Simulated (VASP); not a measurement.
## Pt: single point with LDA

Pt:

```
CELL_PARAMETERS angstrom
2.74395 0.00000 0.00000
-0.91465 2.58702 0.00000
-0.91465 -1.29351 2.24043
ATOMIC_POSITIONS crystal
Pt 0.00000 0.00000 0.00000
```

This isn't the form of Pt at room conditions, which is fcc.

```
Program                : VASP 6.6.1
Task                   : single point
Functional             : LDA
Potentials or basis    : VASP PAW LDA potentials, release 64 (Pt)
Cutoff                 : 500 eV
k mesh                 : 13 × 13 × 13
Occupations            : gaussian, width 0.2 eV
Spin                   : no spin polarisation
Dipole correction      : no
Further INCAR settings : ALGO = Normal; EDIFF = 1e-06; NBANDS = 11
```

* Pressure: -15.1 GPa
* Band gap on the k mesh: zero (bands 5 and 6 overlap by 2.01 eV)

Levels at points of the mesh, in eV from the Fermi level:
```tsv
k point	band 2	band 3	band 4	band 5	band 6	band 7	band 8	band 9
(0.00, 0.00, 0.00)	-3.52	-3.52	-3.52	-1.01	-1.01	17.02	17.02	17.02
```

Run time: 14 s on 1 thread of AMD EPYC 7R43 64-Core Processor (Zen 3) (shared host), peak memory 0.1 GiB.

Caveat: the cell stands under tension; spin-orbit coupling is left out, which moves the levels of the heavy elements.
